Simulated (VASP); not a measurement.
ZrH5, 6 atoms in the cell. Symmetry: P6/mmm, No. 191, hexagonal system. The conventional cell has a = 3.280 Å, b = 3.280 Å, c = 4.116 Å, α = 90.00°, β = 90.00°, γ = 120.00°. Zr (site symmetry 6/mmm) has 14 H at 2.06 to 2.12 Å within 2.7 Å. H (site symmetry 3m) has 8 H at 1.89 to 2.20 Å and 3 Zr at 2.12 Å within 2.5 Å. H (site symmetry 6/mmm) has 2 Zr at 2.06 Å and 12 H at 2.19 Å within 2.7 Å. The cell was generated, and may not be a known phase.

| Item | Value |
| --- | --- |
| Program | VASP 6.6.1 |
| Task | single point |
| Functional | PBE |
| Potentials or basis | VASP PAW PBE potentials, release 64 (Zr_sv, H) |
| Cutoff | 520 eV |
| k mesh | 12 × 12 × 8 |
| Occupations | gaussian, width 0.1 eV |
| Spin | no spin polarisation |
| Dipole correction | no |
| Further INCAR settings | ALGO = Normal; EDIFF = 1e-07; NBANDS = 18 |

Potentials or basis: VASP PAW PBE potentials, release 64 (Zr_sv, H).

Command:

```bash
$ cat potpaw_PBE.64/Zr_sv/POTCAR potpaw_PBE.64/H/POTCAR > POTCAR
$ mpirun -np 1 vasp_std > vasp.out
```

Hardware: 1 thread of Intel Xeon 8259CL, on a shared host.

Task: Estimate the wall time of this run.

Result: Run time: 75 s on 1 thread of Intel Xeon 8259CL, on a shared host, peak memory 0.19 GiB. Counts: scf iterations 14, k points 95.
